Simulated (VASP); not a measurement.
A run of VASP 6.6.1:

File INCAR:

```
  ALGO = Normal
  EDIFF = 1E-6
  ENCUT = 520
  GGA = PE
  ISIF = 2
  ISMEAR = 0
  LASPH = T
  LCHARG = F
  LREAL = F
  LWAVE = F
  NBANDS = 66
  NELM = 100
  PREC = Accurate
  SIGMA = 0.02
```

Contents of KPOINTS:

```
k-points
0
Gamma
  12 12 2
```

Contents of POSCAR:

```
ZnS
1.0
    3.8851166119      0.0000000000      0.0000000000
   -1.9425583060      3.3646096826      0.0000000000
    0.0000000000      0.0000000000     19.0600209134
Zn S
6 6
Direct
    0.0000000000      0.0000000000      0.0000297395
    0.0000000000      0.0000000000      0.5000297395
    0.3333333333      0.6666666667      0.1667881137
    0.6666666667      0.3333333333      0.6667881137
    0.6666666667      0.3333333333      0.3332709664
    0.3333333333      0.6666666667      0.8332709664
    0.0000000000      0.0000000000      0.1251143272
    0.0000000000      0.0000000000      0.6251143272
    0.3333333333      0.6666666667      0.2916430245
    0.6666666667      0.3333333333      0.7916430245
    0.6666666667      0.3333333333      0.4581538287
    0.3333333333      0.6666666667      0.9581538287
```

Potentials or basis: VASP PAW PBE potentials, release 64 (Zn, S).

Command:

```sh
$ cat potpaw_PBE.64/Zn/POTCAR potpaw_PBE.64/S/POTCAR > POTCAR
$ mpirun -np 1 vasp_std > vasp.out
```

Hardware: 1 thread of Intel(R) Xeon(R) Platinum 8259CL CPU @ 2.50GHz (Skylake/Cascade Lake), on a shared host.

Question: Estimate the wall time of this run.

Answer: Wall time 19 min on 1 thread of Intel(R) Xeon(R) Platinum 8259CL CPU @ 2.50GHz (Skylake/Cascade Lake), on a shared host, peak memory 0.63 GiB. Counts: scf iterations 16, k points 38.
